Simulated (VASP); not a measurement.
# Te (P6_3/mmc) in VASP: notebook

The runs below take Te through single point, relaxation of cell and atoms, with PBEsol.

Program: VASP 6.6.1. These are calculated values, not measurements. Logs are shortened: lines on timing, memory, paths and dates and some standing lists are left out, and cuts for length are marked.

## (1) The cell of the first run

Symmetry: P6_3/mmc, No. 194, hexagonal system. Conventional cell: a = 3.936 Å, b = 3.936 Å, c = 10.720 Å, α = 90.00°, β = 90.00°, γ = 120.00°. Within 3.0 Å of Te (site symmetry -6m2) lie 3 Te at 2.27 Å. Within 3.0 Å of Te (site symmetry -6m2) lie 3 Te at 2.27 Å.

This isn't the form of Te at room conditions, which is trigonal, of chains.

## (2) Single point, PBEsol

Contents of INCAR:

```
SYSTEM = Te
PREC     = Accurate       ! precision mode
ENCUT    = 520            ! plane-wave cutoff, eV
EDIFF    = 1E-6           ! SCF threshold, eV
ISMEAR   = 0              ! smearing method
SIGMA    = 0.1            ! smearing width, eV
LREAL    = .False.        ! projectors in reciprocal space
LASPH    = .True.         ! aspherical terms in the spheres
NELM     = 80             ! most SCF steps
ALGO     = Normal         ! electronic algorithm
ISIF     = 2              ! what is computed and relaxed
LWAVE    = .False.        ! write WAVECAR
LCHARG   = .True.         ! write CHGCAR
GGA      = PS             ! functional
LELF     = .True.         ! ELF
LVHAR    = .True.       
NBANDS   = 20             ! bands
```

Contents of KPOINTS:

```
Automatic mesh
0
Gamma
  6 6 2
  0 0 0
```

Contents of POSCAR:

```
Te
1.0
    3.9360508035      0.0000000000      0.0000000000
   -1.9680254018      3.4087199864      0.0000000000
    0.0000000000      0.0000000000     10.7201383673
Te
4
Direct
    0.0000000000      0.0000000000      0.2500000000
    0.0000000000      0.0000000000      0.7500000000
    0.3333333333      0.6666666667      0.7500000000
    0.6666666667      0.3333333333      0.2500000000
```

Potentials or basis: VASP PAW PBE potentials, release 64 (Te).

The run is started by

```bash
$ cat potpaw_PBE.64/Te/POTCAR > POTCAR
$ mpirun -np 1 vasp_std > vasp.out
```

OUTCAR:

```text
SYSTEM = Te
   PREC = Accurate
   ENCUT = 520
   EDIFF = 1E-6
   ISMEAR = 0
   LREAL = .False.
   LASPH = .True.
   NELM = 80
   ISIF = 2
   GGA = PS

 ion  position               nearest neighbor table
   1  0.000  0.000  0.250-   4 2.27   4 2.27   4 2.27
   2  0.000  0.000  0.750-   3 2.27   3 2.27   3 2.27
   3  0.333  0.667  0.750-   2 2.27   2 2.27   2 2.27
   4  0.667  0.333  0.250-   1 2.27   1 2.27   1 2.27

  LATTYP: Found a hexagonal cell.
 ALAT       =     3.9360508035
 C/A-ratio  =     2.7235772358

  Lattice vectors:

 A1 = (   3.9360508035,   0.0000000000,   0.0000000000)
 A2 = (  -1.9680254018,   3.4087199864,   0.0000000000)
 A3 = (   0.0000000000,   0.0000000000,  10.7201383673)

Analysis of symmetry for initial positions (statically):
=====================================================================
 Subroutine PRICEL returns:
 Original cell was already a primitive cell.

 Routine SETGRP: Setting up the symmetry group for a
 hexagonal supercell.

 Subroutine GETGRP returns: Found 24 space group operations
 (whereof 12 operations were pure point group operations)
 out of a pool of 24 trial point group operations.

The static configuration has the point symmetry D_3d.
 The point group associated with its full space group is D_6h.

Analysis of symmetry for dynamics (positions and initial velocities):
=====================================================================
 Subroutine PRICEL returns:
 Original cell was already a primitive cell.

 Routine SETGRP: Setting up the symmetry group for a
 hexagonal supercell.

 Subroutine GETGRP returns: Found 24 space group operations
 (whereof 12 operations were pure point group operations)
 out of a pool of 24 trial point group operations.

The dynamic configuration has the point symmetry D_3d.
 The point group associated with its full space group is D_6h.

 Subroutine INISYM returns: Found 24 space group operations
 (whereof 12 operations are pure point group operations),
 and found     1 'primitive' translations

----------------------------------------------------------------------------------------

                                     Primitive cell

  volume of cell :     143.8310

  direct lattice vectors                    reciprocal lattice vectors
     3.936050804  0.000000000  0.000000000     0.254061761  0.146682626  0.000000000
    -1.968025402  3.408719986  0.000000000     0.000000000  0.293365253  0.000000000
     0.000000000  0.000000000 10.720138367     0.000000000  0.000000000  0.093282378
[... 71 lines left out ...]
   ISPIN  =      1    spin polarized calculation?
   LNONCOLLINEAR =      F non collinear calculations
   LSORBIT =      F    spin-orbit coupling
   LASPH  =      T    aspherical Exc in radial PAW
   ENCUT  =  520.0 eV  38.22 Ry    6.18 a.u.   7.32  7.32 19.93*2*pi/ulx,y,z
   NELM   =     80;   NELMIN=  2; NELMDL= -5     # of ELM steps
   EDIFF  = 0.1E-05   stopping-criterion for ELM
   LREAL  =      F    real-space projection
[... 7 lines left out ...]
   TEBEG  =    0.0;   TEEND  =   0.0 temperature during run
   PSTRESS=    0.0 pullay stress
   NELECT =      24.0000    total number of electrons
   NUPDOWN=      -1.0000    fix difference up-down
   EMIN   =  10.00;   EMAX   =-10.00  energy-range for DOS
   EFERMI =   0.00;   METHOD = LEGACY
   ISMEAR =     0;   SIGMA  =   0.10  broadening in eV -4-tet -1-fermi 0-gaus
   EFERMI_NEDOS =   21; number of points for ismear=-14 and -15
   IALGO  =     38    algorithm
   IMIX   =      4    mixing-type and parameters
     AMIX     =   0.40;   BMIX     =  1.00
     AMIX_MAG =   1.60;   BMIX_MAG =  1.00
  volume/ion in A,a.u.               =      35.96       242.65
  Fermi-wavevector in a.u.,A,eV,Ry     =   0.901283  1.703178 11.052159  0.812311
  Thomas-Fermi vector in A             =   2.024345
   LORBIT       =      0    0 simple, 1 ext, 2 COOP (PROOUT), +10 PAW based schemes
   GGA     = PS    functional components
   LHFCALC =     F    Hartree Fock is set to
   AEXX    =    0.0000 exact exchange contribution
   IVDW    =     0    specifies the selected vdW correction
   LEPSILON=     F    determine dielectric tensor
   LRPA    =     F    only Hartree local field effects (RPA)
 non-spin polarized calculation
 Gauss-broadening in eV      SIGMA  =   0.10
  energy-cutoff  :      520.00
  volume of cell :      143.83
 maximum number of plane-waves:      3897
 NGX is ok and might be reduce to    30
   NGX = 15   NGY = 15   NGZ = 39

 number of electron      24.0000002 magnetization

 Free energy of the ion-electron system (eV)
  ---------------------------------------------------
  ext. energy  EPLUGINS =         0.00000000
  ---------------------------------------------------
  free energy    TOTEN  =         4.68837977 eV

  energy without entropy =        4.72279735  energy(sigma->0) =        4.70558856

 E-fermi :   6.2759     XC(G=0):  -7.9371

 val. band max:        6.2374661224   @ k =   0.1667   0.1667   0.5000
 cond. band min:       6.2797290532   @ k =   0.1667   0.0000   0.0000
 fundamental gap:      0.0422629308
 Fermi energy:         6.2758670607

 k-point     1 :       0.0000    0.0000    0.0000
  band No.  band energies     occupation
      1     -12.1949      2.00000
      2     -12.1843      2.00000
      3      -1.0046      2.00000
      4      -0.7042      2.00000
      5      -0.2757      2.00000
      6      -0.2757      2.00000
[... 311 lines left out ...]
     19      11.7558      0.00000
     20      11.7558      0.00000

------------------------ aborting loop because EDIFF is reached ----------------------------------------

  FORCE on cell =-STRESS in cart. coord.  units (eV):
  Direction    XX          YY          ZZ          XY          YZ          ZX
  --------------------------------------------------------------------------------------
  -------------------------------------------------------------------------------------
  Total       88.2552029     88.2552029     -0.2565043     -0.0000000      0.0000000      0.0000000
  in kB      983.1017905    983.1017905     -2.8572801     -0.0000000      0.0000000      0.0000000
  external PRESSURE =     654.4487669 kB  Pullay stress =       0.0000000 kB

 VOLUME and BASIS-vectors are now :
 -----------------------------------------------------------------------------
  energy-cutoff  :      520.00
  volume of cell :      143.83
      direct lattice vectors                 reciprocal lattice vectors
     3.936050804  0.000000000  0.000000000     0.254061761  0.146682626  0.000000000
    -1.968025402  3.408719986  0.000000000     0.000000000  0.293365253  0.000000000
     0.000000000  0.000000000 10.720138367     0.000000000  0.000000000  0.093282378

 POSITION                                       TOTAL-FORCE (eV/Angst)
 -----------------------------------------------------------------------------------
      0.00000      0.00000      2.68003        -0.000000      0.000000     -0.000000
      0.00000      0.00000      8.04010         0.000000     -0.000000      0.000000
     -0.00000      2.27248      8.04010        -0.000000      0.000000     -0.000000
      1.96803      1.13624      2.68003         0.000000     -0.000000      0.000000
 -----------------------------------------------------------------------------------
    total drift:                                0.000000     -0.000000      0.000000

  FREE ENERGIE OF THE ION-ELECTRON SYSTEM (eV)
  ---------------------------------------------------
  free  energy   TOTEN  =         4.6883797700 eV

  energy  without entropy=        4.7227973475  energy(sigma->0) =        4.70558856
```

OSZICAR:

```text
N       E                     dE             d eps       ncg     rms          rms(c)
DAV:   1     0.153463808921E+03    0.15346E+03   -0.90793E+03   560   0.964E+02
DAV:   2     0.146607053843E+02   -0.13880E+03   -0.13399E+03   764   0.168E+02
DAV:   3     0.451854842748E+01   -0.10142E+02   -0.10044E+02   700   0.491E+01
DAV:   4     0.423992307870E+01   -0.27863E+00   -0.27834E+00   788   0.926E+00
DAV:   5     0.423535958647E+01   -0.45635E-02   -0.45631E-02   820   0.111E+00    0.542E+01
DAV:   6     0.456890367790E+01    0.33354E+00   -0.20942E-01   640   0.192E+00    0.320E+01
DAV:   7     0.468896672535E+01    0.12006E+00   -0.30511E-01   660   0.233E+00    0.132E+00
DAV:   8     0.468909051581E+01    0.12379E-03   -0.24311E-02   624   0.723E-01    0.297E-01
DAV:   9     0.468856006567E+01   -0.53045E-03   -0.66810E-04   684   0.138E-01    0.106E-01
DAV:  10     0.468852285174E+01   -0.37214E-04   -0.55578E-04   620   0.100E-01    0.128E-01
DAV:  11     0.468838759802E+01   -0.13525E-03   -0.15870E-04   624   0.607E-02    0.210E-02
DAV:  12     0.468838601856E+01   -0.15795E-05   -0.15636E-06   676   0.731E-03    0.427E-03
DAV:  13     0.468838002919E+01   -0.59894E-05   -0.79377E-06   624   0.141E-02    0.427E-03
DAV:  14     0.468837976996E+01   -0.25923E-06   -0.80018E-08   504   0.176E-03
   1 F= 0.46883798E+01 E0= 0.47055886E+01  d E =-.344176E-01
```

stdout:

```text
POSCAR found type information on POSCAR Te
 POSCAR found :  1 types and       4 ions
 scaLAPACK will be used
 -----------------------------------------------------------------------------
|                                                                             |
|                                                                             |
|     You enforced a specific xc type in the INCAR file but a different       |
|     I HOPE YOU KNOW WHAT YOU ARE DOING!                                     |
|                                                                             |
 -----------------------------------------------------------------------------

 LDA part: xc-table for (Slater+PW92), standard interpolation
 POSCAR, INCAR and KPOINTS ok, starting setup
 FFT: planning ... GRIDC
 FFT: planning ... GRID_SOFT
 FFT: planning ... GRID
 WAVECAR not read
 entering main loop
```

Wall time 63 s (1 thread of Intel Xeon 8259CL, shared host); peak memory 0.24 GiB.

What came out:

```
Free energy            : 4.6884 eV
Pressure               : 65.4 GPa
Band gap on the k mesh : zero (bands 12 and 13 overlap by 2.19 eV)
```

Caveat: the stress differs along the axes, from -0 to 98 GPa; the PAW data sets were made with another functional, which shifts forces and pressure a little; spin-orbit coupling is left out, which moves the levels of the heavy elements; this functional lacks dispersion, which binds layers or chains, so the pressure and a relaxed spacing across them are unreliable.

(Part 1 of 2 ends here.)

The gap in the log of VASP goes by the Fermi energy; the results here count the filled bands.